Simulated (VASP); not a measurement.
# Co (P6_3/mmc) in VASP: a series of runs

Co is run at these levels: PBE, PBEsol, LDA; tasks: single point, relaxation of cell and atoms.

Program: VASP 6.6.1. These are calculated values, not measurements. Logs are shortened: lines on timing, memory, paths and dates and some standing lists are left out, and cuts for length are marked.

## 1. The cell of the first run

Symmetry: P6_3/mmc, No. 194, hexagonal system. The conventional cell has a = 2.472 Å, b = 2.472 Å, c = 4.021 Å, α = 90.00°, β = 90.00°, γ = 120.00°. Co (site symmetry -6m2) has 12 Co at 2.47 Å within 3.3 Å.

## 2. Single point, PBE

Input file INCAR:

```
PREC = Accurate ; ENCUT = 690
EDIFF = 1E-6 ; ISMEAR = -1
SIGMA = 0.05 ; LREAL = F
LASPH = T ; NELM = 120
ALGO = Normal ; ISIF = 2
LWAVE = F ; LCHARG = T
GGA = PE ; LELF = T
LVHAR = T ; NBANDS = 24
GGA_COMPAT = F
```

Input file KPOINTS:

```
regular mesh
0
Gamma
  12 12 7
```

Input file POSCAR:

```
Co
1.0
    2.4719999032      0.0000000000      0.0000000000
   -1.2359999516      2.1408147143      0.0000000000
    0.0000000000      0.0000000000      4.0211440800
Co
2
Direct
    0.6666666667      0.3333333333      0.7500000000
    0.3333333333      0.6666666667      0.2500000000
```

Potentials or basis: VASP PAW PBE potentials, release 64 (Co_sv).

On the command line:

```sh
$ cat potpaw_PBE.64/Co_sv/POTCAR > POTCAR
$ mpirun -np 1 vasp_std > vasp.out
```

OUTCAR:

```text
PREC = Accurate
   ENCUT = 690
   EDIFF = 1E-6
   ISMEAR = -1
   LREAL = F
   LASPH = T
   NELM = 120
   ISIF = 2
   GGA = PE

 ion  position               nearest neighbor table
   1  0.667  0.333  0.750-   2 2.47   2 2.47   2 2.47   2 2.47   2 2.47   2 2.47
   2  0.333  0.667  0.250-   1 2.47   1 2.47   1 2.47   1 2.47   1 2.47   1 2.47

  LATTYP: Found a hexagonal cell.
 ALAT       =     2.4719999032
 C/A-ratio  =     1.6266764715

  Lattice vectors:

 A1 = (   2.4719999032,   0.0000000000,   0.0000000000)
 A2 = (  -1.2359999516,   2.1408147143,   0.0000000000)
 A3 = (   0.0000000000,   0.0000000000,   4.0211440800)

Analysis of symmetry for initial positions (statically):
=====================================================================
 Subroutine PRICEL returns:
 Original cell was already a primitive cell.

 Routine SETGRP: Setting up the symmetry group for a
 hexagonal supercell.

 Subroutine GETGRP returns: Found 24 space group operations
 (whereof 12 operations were pure point group operations)
 out of a pool of 24 trial point group operations.

The static configuration has the point symmetry D_3d.
 The point group associated with its full space group is D_6h.

Analysis of symmetry for dynamics (positions and initial velocities):
=====================================================================
 Subroutine PRICEL returns:
 Original cell was already a primitive cell.

 Routine SETGRP: Setting up the symmetry group for a
 hexagonal supercell.

 Subroutine GETGRP returns: Found 24 space group operations
 (whereof 12 operations were pure point group operations)
 out of a pool of 24 trial point group operations.

The dynamic configuration has the point symmetry D_3d.
 The point group associated with its full space group is D_6h.

 Subroutine INISYM returns: Found 24 space group operations
 (whereof 12 operations are pure point group operations),
 and found     1 'primitive' translations

----------------------------------------------------------------------------------------

                                     Primitive cell

  volume of cell :      21.2803

  direct lattice vectors                    reciprocal lattice vectors
     2.471999903  0.000000000  0.000000000     0.404530760  0.233555943  0.000000000
    -1.235999952  2.140814714  0.000000000     0.000000000  0.467111887  0.000000000
     0.000000000  0.000000000  4.021144080     0.000000000  0.000000000  0.248685444

  length of vectors
[... 66 lines left out ...]
   total plane-waves  NPLWV =  20736
   dimension x,y,z NGX =    24 NGY =   24 NGZ =   36
   dimension x,y,z NGXF=    48 NGYF=   48 NGZF=   72
   ions per type =               2
   NGX,Y,Z   is equivalent  to a cutoff of  16.14, 16.14, 14.88 a.u.
   NGXF,Y,Z  is equivalent  to a cutoff of  32.28, 32.28, 29.77 a.u.
 SYSTEM =  unknown system
   PREC   = accura    normal or accurate (medium, high low for compatibility)
   ISTART =      0    job   : 0-new  1-cont  2-samecut
   ICHARG =      2    charge: 1-file 2-atom 10-const
   ISPIN  =      1    spin polarized calculation?
   LNONCOLLINEAR =      F non collinear calculations
   LSORBIT =      F    spin-orbit coupling
   LASPH  =      T    aspherical Exc in radial PAW
   ENCUT  =  690.0 eV  50.71 Ry    7.12 a.u.   5.29  5.29  8.61*2*pi/ulx,y,z
   NELM   =    120;   NELMIN=  2; NELMDL= -5     # of ELM steps
   EDIFF  = 0.1E-05   stopping-criterion for ELM
   LREAL  =      F    real-space projection
[... 7 lines left out ...]
   TEBEG  =    0.0;   TEEND  =   0.0 temperature during run
   PSTRESS=    0.0 pullay stress
   NELECT =      34.0000    total number of electrons
   NUPDOWN=      -1.0000    fix difference up-down
   EMIN   =  10.00;   EMAX   =-10.00  energy-range for DOS
   EFERMI =   0.00;   METHOD = LEGACY
   ISMEAR =    -1;   SIGMA  =   0.05  broadening in eV -4-tet -1-fermi 0-gaus
   EFERMI_NEDOS =   21; number of points for ismear=-14 and -15
   IALGO  =     38    algorithm
   IMIX   =      4    mixing-type and parameters
     AMIX     =   0.40;   BMIX     =  1.00
     AMIX_MAG =   1.60;   BMIX_MAG =  1.00
  volume/ion in A,a.u.               =      10.64        71.80
  Fermi-wavevector in a.u.,A,eV,Ry     =   1.913854  3.616659 49.835912  3.662836
  Thomas-Fermi vector in A             =   2.949907
   LORBIT       =      0    0 simple, 1 ext, 2 COOP (PROOUT), +10 PAW based schemes
   GGA     = PE    functional components
   LHFCALC =     F    Hartree Fock is set to
   AEXX    =    0.0000 exact exchange contribution
   IVDW    =     0    specifies the selected vdW correction
   LEPSILON=     F    determine dielectric tensor
   LRPA    =     F    only Hartree local field effects (RPA)
 non-spin polarized calculation
  energy-cutoff  :      690.00
  volume of cell :       21.28
 maximum number of plane-waves:       890
 NGX is ok and might be reduce to    24
   NGX = 11   NGY = 11   NGZ = 17

 number of electron      34.0000034 magnetization

 Free energy of the ion-electron system (eV)
  ---------------------------------------------------
  ext. energy  EPLUGINS =         0.00000000
  ---------------------------------------------------
  free energy    TOTEN  =       -13.81636236 eV

  energy without entropy =      -13.77015351  energy(sigma->0) =      -13.79325794

 E-fermi :  12.2676     XC(G=0): -14.0379

 val. band max:       12.2646653453   @ k =   0.3333   0.3333   0.1429
 cond. band min:      12.2703700805   @ k =   0.5000   0.0000   0.2857
 fundamental gap:      0.0057047352
 Fermi energy:        12.2675636655

 k-point     1 :       0.0000    0.0000    0.0000
  band No.  band energies     occupation
      1     -82.8707      2.00000
      2     -82.8088      2.00000
      3     -46.3049      2.00000
      4     -45.9818      2.00000
      5     -45.9818      2.00000
      6     -45.9459      2.00000
[... 637 lines left out ...]
     23      28.1316      0.00000
     24      29.2401      0.00000

 [... further k-points ...]
[... 5 lines left out ...]
  --------------------------------------------------------------------------------------
  -------------------------------------------------------------------------------------
  Total       -1.0133083     -1.0133083     -1.2750257      0.0000000      0.0000000      0.0000000
  in kB      -76.2912987    -76.2912987    -95.9958304      0.0000000      0.0000000      0.0000000
  external PRESSURE =     -82.8594759 kB  Pullay stress =       0.0000000 kB

 VOLUME and BASIS-vectors are now :
 -----------------------------------------------------------------------------
  energy-cutoff  :      690.00
  volume of cell :       21.28
      direct lattice vectors                 reciprocal lattice vectors
     2.471999903  0.000000000  0.000000000     0.404530760  0.233555943  0.000000000
    -1.235999952  2.140814714  0.000000000     0.000000000  0.467111887  0.000000000
     0.000000000  0.000000000  4.021144080     0.000000000  0.000000000  0.248685444

 POSITION                                       TOTAL-FORCE (eV/Angst)
 -----------------------------------------------------------------------------------
      1.23600      0.71360      3.01586        -0.000000     -0.000000      0.000000
     -0.00000      1.42721      1.00529         0.000000      0.000000      0.000000
 -----------------------------------------------------------------------------------
    total drift:                               -0.000000      0.000000     -0.000000

  FREE ENERGIE OF THE ION-ELECTRON SYSTEM (eV)
  ---------------------------------------------------
  free  energy   TOTEN  =       -13.8163623648 eV

  energy  without entropy=      -13.7701535096  energy(sigma->0) =      -13.79325794
```

stdout:

```text
POSCAR found type information on POSCAR Co
 POSCAR found :  1 types and       2 ions
 scaLAPACK will be used
 LDA part: xc-table for (Slater+PW92), standard interpolation
 POSCAR, INCAR and KPOINTS ok, starting setup
 FFT: planning ... GRIDC
 FFT: planning ... GRID_SOFT
 FFT: planning ... GRID
 WAVECAR not read
 entering main loop
```

Wall time 20 s (1 thread of Intel Xeon 6975P-C (Granite Rapids), shared host); peak memory 0.18 GiB.

Results:

```yaml
Free_energy: -13.8164 eV
Pressure: -8.3 GPa
Band_gap_on_the_k_mesh: zero (bands 17 and 18 overlap by 1.43 eV)
```

Stress tensor (GPa, compression positive):
```
-7.63  0.00  0.00
 0.00 -7.63  0.00
 0.00  0.00 -9.60
```

Caveat: the cell stands under tension; the run has no spin polarisation, though such a crystal can be magnetic. Spin polarisation is off, so any magnetic state and its effect on volume and gap are missing.

## 3. Single point, PBEsol, collinear spin, ferromagnetic start

Input file INCAR:

```
  ALGO = Normal
  EDIFF = 1E-6
  ENCUT = 690
  GGA = PS
  GGA_COMPAT = F
  ISIF = 2
  ISMEAR = -1
  ISPIN = 2
  LASPH = T
  LCHARG = T
  LELF = T
  LMAXMIX = 4
  LORBIT = 11
  LREAL = F
  LVHAR = T
  LWAVE = F
  MAGMOM = 2.5 2.5
  NBANDS = 28
  NELM = 200
  NUPDOWN = 5.0
  PREC = Accurate
  SIGMA = 0.05
```

Input file KPOINTS:

```
k-points
0
Gamma
  10 10 6
```

POSCAR is that of step 2.

Potentials or basis: VASP PAW PBE potentials, release 64 (Co_sv).

On the command line:

```sh
$ cat potpaw_PBE.64/Co_sv/POTCAR > POTCAR
$ mpirun -np 1 vasp_std > vasp.out
```

Run time: 48 s. Hardware: 1 thread of Intel Xeon Platinum 8375C at 2.90GHz (Ice Lake), shared host; peak memory 0.2 GiB.

It converged, with:

| Item | Value |
| --- | --- |
| Free energy | -14.1732 eV |
| Pressure | 17.7 GPa |
| Net moment | 5.00 μB per cell |
| Site moments | Co +2.34 μB |
| Valence electrons inside the program's atomic spheres | Co 15.01 |

Stress tensor (GPa, compression positive):
```
15.58  0.00  0.00
 0.00 15.58  0.00
 0.00  0.00 21.84
```

Caveat: the stress differs along the axes, from 16 to 22 GPa; the PAW data sets were made with another functional, which shifts forces and pressure a little; the total moment is fixed, so each spin has its own Fermi level and the state may be an excited one.

## 4. Relaxation of cell and atoms, LDA, collinear spin, ferromagnetic start

Input file INCAR:

```
  PREC = Accurate
  ENCUT = 690
  EDIFF = 1E-7
  ISMEAR = -1
  SIGMA = 0.05
  LREAL = F
  LASPH = T
  NELM = 200
  ALGO = Normal
  ISIF = 3
  LWAVE = F
  LCHARG = F
  ISPIN = 2
  MAGMOM = 2 2
  LORBIT = 11
  LMAXMIX = 4
  IBRION = 2
  NSW = 60
  EDIFFG = -0.01
  GGA_COMPAT = F
  NELMIN = 4
```

Input file KPOINTS:

```
regular mesh
0
Gamma
  12 12 7
```

POSCAR is that of step 3.

Potentials or basis: VASP PAW LDA potentials, release 64 (Co_sv).

On the command line:

```sh
$ cat potpaw_LDA.64/Co_sv/POTCAR > POTCAR
$ mpirun -np 1 vasp_std > vasp.out
```

OUTCAR:

```text
PREC = Accurate
   ENCUT = 690
   EDIFF = 1E-7
   ISMEAR = -1
   LREAL = F
   LASPH = T
   NELM = 200
   ISIF = 3
   ISPIN = 2
   LORBIT = 11
   IBRION = 2
   NSW = 60
   EDIFFG = -0.01
   NELMIN = 4

 ion  position               nearest neighbor table
   1  0.667  0.333  0.750-   2 2.47   2 2.47   2 2.47   2 2.47   2 2.47   2 2.47
   2  0.333  0.667  0.250-   1 2.47   1 2.47   1 2.47   1 2.47   1 2.47   1 2.47

  LATTYP: Found a hexagonal cell.
 ALAT       =     2.4719999032
 C/A-ratio  =     1.6266764715

  Lattice vectors:

 A1 = (   2.4719999032,   0.0000000000,   0.0000000000)
 A2 = (  -1.2359999516,   2.1408147143,   0.0000000000)
 A3 = (   0.0000000000,   0.0000000000,   4.0211440800)

Analysis of symmetry for initial positions (statically):
=====================================================================
 Subroutine PRICEL returns:
 Original cell was already a primitive cell.
[... 489 lines left out ...]
 cond. band min:      12.9183443890   @ k =   0.3333   0.0833   0.4286
 fundamental gap:      0.0392199046
 Fermi energy:        12.8920388146

 spin component 1

 k-point     1 :       0.0000    0.0000    0.0000
  band No.  band energies     occupation
      1     -81.9847      1.00000
      2     -81.8971      1.00000
      3     -46.0027      1.00000
      4     -45.6124      1.00000
      5     -45.6124      1.00000
      6     -45.5465      1.00000
[... 613 lines left out ...]
     22      24.0430      0.00000
     23      29.3657      0.00000

 [... further k-points ...]

 spin component 2

 k-point     1 :       0.0000    0.0000    0.0000
  band No.  band energies     occupation
      1     -80.2488      1.00000
      2     -80.1560      1.00000
      3     -44.3338      1.00000
      4     -43.9301      1.00000
      5     -43.9301      1.00000
      6     -43.8603      1.00000
[... 644 lines left out ...]
  FREE ENERGIE OF THE ION-ELECTRON SYSTEM (eV)
  ---------------------------------------------------
  free  energy   TOTEN  =       -16.3698842593 eV

  energy  without entropy=      -16.3563277769  energy(sigma->0) =      -16.36310602

 reached required accuracy - stopping structural energy minimisation

 total charge

# of ion       s       p       d       tot
------------------------------------------
    1        2.265   6.140   6.735  15.140
    2        2.265   6.140   6.735  15.140
--------------------------------------------------
tot          4.530  12.280  13.470  30.280

 magnetization (x)

# of ion       s       p       d       tot
------------------------------------------
    1       -0.005  -0.010   1.525   1.510
    2       -0.005  -0.010   1.525   1.510
--------------------------------------------------
tot         -0.010  -0.021   3.051   3.020
```

OSZICAR:

```text
N       E                     dE             d eps       ncg     rms          rms(c)
DAV:   1     0.658732807581E+03    0.65873E+03   -0.23644E+04  9118   0.607E+03
DAV:   2     0.327367757745E+02   -0.62600E+03   -0.60742E+03 10502   0.124E+03
[... 88 lines left out ...]
DAV:   2    -0.163710262596E+02    0.30029E-02   -0.30762E-02  8801   0.553E+00    0.600E-01
DAV:   3    -0.163699381631E+02    0.10881E-02   -0.37002E-03  8564   0.192E+00    0.134E-01
DAV:   4    -0.163699107241E+02    0.27439E-04   -0.98598E-05 12737   0.201E-01    0.468E-02
DAV:   5    -0.163698843626E+02    0.26361E-04   -0.11227E-05  8706   0.630E-02    0.658E-03
DAV:   6    -0.163698842610E+02    0.10160E-06   -0.93054E-07  9276   0.299E-02    0.206E-03
DAV:   7    -0.163698842593E+02    0.17490E-08   -0.37609E-08  3946   0.502E-03
   9 F= -.16369884E+02 E0= -.16363106E+02  d E =-.366439E-04  mag=     2.9610
```

CONTCAR:

```text
Co
   1.00000000000000
     2.4259064569920130   -0.0000000000000000    0.0000000000000000
    -1.2129532284960065    2.1008966189372549   -0.0000000000000000
     0.0000000000000000    0.0000000000000000    3.9144287510557829
  Co
     2
Direct
     0.6666666667000030    0.3333333332999970    0.7500000000000000
     0.3333333332999970    0.6666666667000030    0.2500000000000000

  0.00000000E+00  0.00000000E+00  0.00000000E+00
  0.00000000E+00  0.00000000E+00  0.00000000E+00
```

It took 7.9 min on 1 thread of AMD EPYC 9R45 (Zen 5), shared host; peak memory 0.17 GiB.

What came out:

```yaml
Free_energy: -16.3699 eV
Relaxed_volume: 9.98 Å³/atom
Relaxed_cell: a = 2.426 Å, b = 2.426 Å, c = 3.914 Å, α = 90.00°, β = 90.00°, γ = 120.00°
Space_group_after_relaxing_to_0.1_Å: P6_3/mmc (No. 194)
Energy_gained_by_relaxing: 35.9 meV/atom
Ionic_steps: 9
Pressure_after_relaxing: 0.0 GPa
Net_moment: 2.96 μB per cell
Site_moments: Co +1.51 μB
Valence_electrons_inside_the_program's_atomic_spheres: Co 15.14
```

The path:
```tsv
step	energy change (eV)	largest force (eV/Å)	pressure (GPa)	volume (Å³)
1	0.0000	0.0000	-16.00	21.28
2	0.0868	0.0000	29.14	18.17
3	-0.0713	0.0000	-0.79	20.00
4	-0.0714	0.0000	0.04	19.95
5	-0.0714	0.0000	0.39	19.92
6	-0.0717	0.0000	0.39	19.92
7	-0.0717	0.0000	0.39	19.92
8	-0.0717	0.0000	-0.47	19.98
9	-0.0717	0.0000	-0.01	19.95
```

Final structure:
```
CELL_PARAMETERS angstrom
2.42591 0.00000 0.00000
-1.21295 2.10090 0.00000
0.00000 0.00000 3.91443
ATOMIC_POSITIONS crystal
Co 0.66667 0.33333 0.75000
Co 0.33333 0.66667 0.25000
```

## 5. The runs side by side

```tsv
task	level	potentials or basis	spin	fixed moment (μB)	cell	k mesh	gap on the mesh (eV)	pressure (GPa)	moment (μB)
single point	PBE	VASP PAW PBE potentials, release 64 (Co_sv)	off	-	as given	12 × 12 × 7	none	-8.3	-
single point	PBEsol	VASP PAW PBE potentials, release 64 (Co_sv)	collinear, ferromagnetic start	5.0	as given	10 × 10 × 6	-	17.7	5.00
relaxation of cell and atoms	LDA	VASP PAW LDA potentials, release 64 (Co_sv)	collinear, ferromagnetic start	-	relaxed	12 × 12 × 7	none	0.0	2.96
```

Alike in all rows: cutoff (eV) 690; smearing fermi-dirac 0.05 eV.

Caveats: the cell stands under tension (at least some runs); the stress differs along the axes, from 16 to 22 GPa (at least some runs); the PAW data sets were made with another functional, which shifts forces and pressure a little (at least some runs); the total moment is fixed, so each spin has its own Fermi level and the state may be an excited one (at least some runs).

Total energies depend on the potentials used, so only differences within one code and one set of settings carry meaning.

The gap in the log of VASP goes by the Fermi energy; the results here count the filled bands.